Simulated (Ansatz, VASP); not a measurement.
**BN: VASP beside Ansatz**

```
CELL_PARAMETERS angstrom
2.54105 0.00000 0.00000
-1.26312 2.20487 0.00000
-0.63896 -1.10243 3.06231
ATOMIC_POSITIONS crystal
N 0.66851 0.33238 0.98500
B 0.97964 0.98350 0.00181
```

Change from the starting cell: volume scaled by 1.04.

Alike in both runs: task single point; functional LDA; k mesh 13 × 13 × 9; occupations fermi-dirac, width 0.05 eV; no spin polarisation.

|  | VASP | Ansatz |
| --- | --- | --- |
| version | VASP 6.6.1 | Ansatz 0.2.0 |
| potentials or method | VASP PAW LDA potentials, release 64 (N, B), cutoff 520 eV | all-electron LAPW, scalar-relativistic |

VASP gave:

```
gap on the k mesh at the Fermi level (eV)                     : 2.65
least direct gap on the mesh (eV)                             : 4.30
pressure (GPa)                                                : -13.1
traceless stress, the component that is largest in VASP (GPa) : 15.32
rms of the force components (eV/Å)                            : 1.425
```

**Question.** Which values does Ansatz return?

**Answer.** gap on the k mesh at the Fermi level (eV): 2.66; least direct gap on the mesh (eV): 4.31; pressure (GPa): -13.4; traceless stress, the component that is largest in VASP (GPa): 15.75; rms of the force components (eV/Å): 1.429.

LDA's correlation is that of Perdew and Zunger in VASP and of Perdew and Wang (1992) in Ansatz. Atom by atom the forces differ by 0.004 eV/Å (rms over components). Ansatz ran all-electron here, and VASP with PAW potentials.
